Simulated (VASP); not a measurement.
# AlC2H6: single point with PBE+D3(BJ)

The system is AlC2H6, in a box.

```xyz
9
Lattice="15.0000 0.0000 0.0000 0.0000 15.5000 0.0000 0.0000 0.0000 16.0000" Properties=species:S:1:pos:R:3 pbc="T T T"
Al    7.4986    7.7423    6.9592
C     9.1948    7.7476    7.9827
C     5.7904    7.7509    7.9584
H     9.0071    7.7156    9.0669
H     9.8260    6.8874    7.7146
H     9.7843    8.6503    7.7616
H     4.8920    7.7631    7.3298
H     5.7453    6.8603    8.6069
H     5.7615    8.6325    8.6199
```

* Program: VASP 6.6.1
* Task: single point
* Functional: PBE
* Dispersion: D3(BJ)
* Potentials or basis: VASP PAW PBE potentials, release 64 (Al, C, H)
* Cutoff: 520 eV
* k mesh: 1 × 1 × 1
* Occupations: gaussian, width 0.005 eV
* Spin: collinear spin
* Starting moments: [1.0, 0.0, 0.0, 0.0, 0.0, 0.0, 0.0, 0.0, 0.0] μB
* Dipole correction: no
* Further INCAR settings: ALGO = Normal; EDIFF = 1e-06; NBANDS = 22; ISYM = 0

```yaml
Largest_force: 0.026 eV/Å
Gap_between_the_frontier_levels: 1.47 eV
Net_moment: 1.00 μB per cell
Site_moments: Al +0.16; C +0.06; H +0.01, -0.00, +0.00 (each value once) μB
Valence_electrons_inside_the_program's_atomic_spheres: Al 0.81; C 2.60; H 0.67, 0.68 (each value once)
Dispersion_energy_per_atom: -0.016 eV
```

Forces on the atoms (eV/Å):
```
Al   0.000 -0.001  0.010
C   -0.017 -0.001 -0.013
C    0.014  0.002 -0.017
H   -0.008 -0.001  0.022
H    0.014 -0.020 -0.008
H    0.012  0.021 -0.006
H   -0.019  0.000 -0.015
H    0.003 -0.022  0.014
H    0.002  0.021  0.014
```

Levels at points of the mesh, in eV from the valence-band top:
Spin up:
```csv
k point,band 7,band 8,band 9,band 10,band 11,band 12
"(0.00, 0.00, 0.00)",-4.86,-2.54,0.00,2.00,3.40,3.77
```
Spin down:
| k point | band 4 | band 5 | band 6 | band 7 | band 8 | band 9 | band 10 | band 11 | band 12 | band 13 |
| --- | --- | --- | --- | --- | --- | --- | --- | --- | --- | --- |
| (0.00, 0.00, 0.00) | -5.47 | -5.29 | -5.24 | -4.51 | -2.33 | 1.47 | 2.65 | 3.58 | 4.00 | 4.20 |

Run time: 8.9 min on 1 thread of Intel(R) Xeon(R) 6975P-C (Granite Rapids) (shared host), peak memory 3.6 GiB.
